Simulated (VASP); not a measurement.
Write the native input for VASP 6.6.1 that does the following.

```
Task                   : single point
Functional             : PBEsol
Potentials or basis    : VASP PAW PBE potentials, release 64 (Be, Cl)
Cutoff                 : 520 eV
k mesh                 : 14 × 14 × 6
Occupations            : fermi-dirac, width 0.15 eV
Spin                   : no spin polarisation
Dipole correction      : no
Further INCAR settings : ALGO = Normal; EDIFF = 1e-06; NBANDS = 17
```

The structure of BeCl lies in POSCAR:

```
BeCl
1.0
    2.8942110406      0.0000000000      0.0000000000
    0.0000000000      2.8942110406      0.0000000000
    0.0000000000      0.0000000000      7.7155669826
Be Cl
2 2
Direct
    0.0000000000      0.5000000000      0.1291432913
    0.5000000000      0.0000000000      0.8708567087
    0.0000000000      0.5000000000      0.7112254809
    0.5000000000      0.0000000000      0.2887745191
```

One way to write it, as run:

INCAR

```
PREC = Accurate ; ENCUT = 520
EDIFF = 1E-6 ; ISMEAR = -1
SIGMA = 0.15 ; LREAL = F
LASPH = T ; NELM = 100
ALGO = Normal ; ISIF = 2
LWAVE = F ; LCHARG = F
GGA = PS ; NBANDS = 17
```

KPOINTS

```
Automatic mesh
0
Gamma
  14 14 6
```

Potentials or basis: VASP PAW PBE potentials, release 64 (Be, Cl).

Launch:

```console
$ cat potpaw_PBE.64/Be/POTCAR potpaw_PBE.64/Cl/POTCAR > POTCAR
$ mpirun -np 1 vasp_std > vasp.out
```

It gave:

```yaml
Pressure: 0.0 GPa
Largest_force: 0.014 eV/Å
Band_gap_on_the_k_mesh: zero (bands 9 and 10 overlap by 1.26 eV)
```

Caveat: the PAW data sets were made with another functional, which shifts forces and pressure a little; this functional lacks dispersion, which binds the layers, so the pressure and a relaxed spacing across them are unreliable.

Wall time 120 s on 1 thread of Intel(R) Xeon(R) Platinum 8488C (Sapphire Rapids) (shared host), peak memory 0.26 GiB.
